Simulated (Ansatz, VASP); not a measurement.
# Two plane-wave programs on SrCl2

```
CELL_PARAMETERS angstrom
0.00000 3.48835 3.48835
3.48835 0.00000 3.48835
3.48835 3.48835 0.00000
ATOMIC_POSITIONS crystal
Sr 0.00000 0.00000 0.00000
Cl 0.75000 0.75000 0.75000
Cl 0.25000 0.25000 0.25000
```

Alike in both runs: task single point; functional PBE-based screened hybrid with a share of 0.25 of exact exchange and HFSCREEN = 0.2078699; k mesh 4 × 4 × 4; occupations fermi-dirac, width 0.05 eV; no spin polarisation.

```csv
,VASP,Ansatz
version,VASP 6.6.1,Ansatz 0.2.0
potentials or method,"VASP PAW PBE potentials, release 64 (Sr_sv, Cl)",Ansatz PAW
plane-wave cutoff (eV),520,420
valence electrons in the cell,24,24
```

VASP gave:

* gap on the k mesh at the Fermi level (eV): 6.62
* least direct gap on the mesh (eV): 6.81
* pressure (GPa): 0.6

Problem. Estimate Ansatz's values.

Solution. gap on the k mesh at the Fermi level (eV): 6.62; least direct gap on the mesh (eV): 6.83; pressure (GPa): 0.5.

VASP's potentials were made for PBE, not for PBE-based screened hybrid. With one functional, cell and mesh, what is left measures potentials, basis and numerics.
